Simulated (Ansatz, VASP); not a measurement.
# One calculation of PtSe2, two programs

INCAR

```
  ALGO = Normal
  EDIFF = 1E-6
  ENCUT = 520
  GGA = PS
  ISIF = 2
  ISMEAR = 0
  LASPH = True
  LCHARG = False
  LREAL = False
  LWAVE = False
  NBANDS = 18
  NELM = 80
  PREC = Accurate
  SIGMA = 0.15
```

Contents of KPOINTS:

```
k-points
0
Gamma
  12 12 10
```

The input POSCAR:

```
PtSe2
1.0
    3.8729606288      0.0000000000      0.0000000000
   -1.9364803144      3.3540822924      0.0000000000
    0.0000000000      0.0000000000      5.0620000000
Pt Se
1 2
Direct
    0.0000000000      0.0000000000      0.0000000000
    0.3333333333      0.6666666667      0.2500000000
    0.6666666667      0.3333333333      0.7500000000
```

Input for Ansatz:

```yaml
crystal:
  lattice:
    - [3.8729606288, 0.0, 0.0]
    - [-1.9364803144, 3.3540822924, 0.0]
    - [0.0, 0.0, 5.062]
  atoms:
    - { symbol: Pt, position: [0.0, 0.0, 0.0] }
    - { symbol: Se, position: [0.3333333333, 0.6666666667, 0.25] }
    - { symbol: Se, position: [0.6666666667, 0.3333333333, 0.75] }
basis:
  ecutwfc: 420
kpoints:
  mp_grid: { grid: [12, 12, 10] }
hamiltonian:
  xc: pbesol
scf:
  occupations: { method: gaussian, width: 0.15 }
output:
  forces: true
  stress: true
  eigenvalues: true
```

Change from the starting cell: strain +0.040 along x and y, +0.000 along z, atoms carried along.

Alike in both runs: task single point; functional PBEsol; k mesh 12 × 12 × 10; occupations gaussian, width 0.15 eV; no spin polarisation.

|  | VASP | Ansatz |
| --- | --- | --- |
| version | VASP 6.6.1 | Ansatz 0.2.0 |
| potentials or method | VASP PAW PBE potentials, release 64 (Pt, Se), cutoff 520 eV | scalar-relativistic, plane waves, PAW |
| valence electrons in the cell | 22 | 50 |

```tsv
	VASP	Ansatz	Ansatz less VASP
gap on the k mesh at the Fermi level (eV)	none	none	-
pressure (GPa)	-7.7	-7.7	-0.01
traceless stress, the component that is largest in VASP (GPa)	2.66	2.68	+0.018
rms of the force components (eV/Å)	0.212	0.215	+0.0037
```

VASP's potentials were made for PBE, not for PBEsol. Atom by atom the forces differ by 0.004 eV/Å (rms over components). A gap of «none» marks a metal or a gap that the smearing closes. With one functional, cell and mesh, what is left measures potentials, basis and numerics. VASP's potentials hold 22 valence electrons a cell and Ansatz's 50, so a difference there can come from the potentials and not from the codes.

Spin-orbit coupling is off throughout.
